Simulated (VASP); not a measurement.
TiO2: single point with PBE

The system is TiO2.

```
CELL_PARAMETERS angstrom
-3.79922 0.00000 0.00000
0.00000 -3.79922 0.00000
0.00000 0.00000 10.44690
ATOMIC_POSITIONS crystal
Ti 0.00000 0.00000 0.58013
Ti 0.50000 0.50000 0.11603
Ti 0.50000 0.00000 0.34808
Ti 0.00000 0.50000 0.81218
O 0.00000 0.00000 0.77181
O 0.50000 0.50000 0.30771
O 0.50000 0.00000 0.53976
O 0.00000 0.50000 0.07566
O 0.50000 0.00000 0.15640
O 0.00000 0.50000 0.62050
O 0.00000 0.00000 0.38845
O 0.50000 0.50000 0.85255
```

```yaml
Program: VASP 6.6.1
Task: single point
Functional: PBE
Potentials_or_basis: VASP PAW PBE potentials, release 64 (Ti_sv, O)
Cutoff: 520 eV
k_mesh: 7 × 7 × 3
Occupations: gaussian, width 0.05 eV
Spin: no spin polarisation
```

```yaml
Pressure: -5.4 GPa
Largest_force: 0.846 eV/Å
Band_gap_on_the_k_mesh: 1.73 eV, indirect (least direct gap 2.01 eV)
```

Forces on the atoms (eV/Å):
```
Ti   0.000  0.000  0.163
Ti   0.000  0.000  0.142
Ti   0.000  0.000 -0.163
Ti   0.000  0.000 -0.142
O    0.000  0.000  0.054
O    0.000  0.000 -0.491
O    0.000  0.000 -0.081
O    0.000  0.000 -0.846
O    0.000  0.000 -0.054
O    0.000  0.000  0.491
O    0.000  0.000  0.081
O    0.000  0.000  0.846
```

Stress tensor (GPa, compression positive):
```
-10.92   0.00   0.00
  0.00   1.01   0.00
  0.00   0.00  -6.40
```

Levels at points of the mesh, in eV from the valence-band top:
| k point | band 46 | band 47 | band 48 | band 49 | band 50 | band 51 |
| --- | --- | --- | --- | --- | --- | --- |
| (0.00, 0.00, 0.00) | -0.74 | -0.55 | -0.28 | 1.73 | 1.99 | 2.20 |

Wall time 3.8 min on 1 thread of Intel(R) Xeon(R) Platinum 8488C (Sapphire Rapids) (shared host), peak memory 0.36 GiB.

A k mesh can miss the band edges.
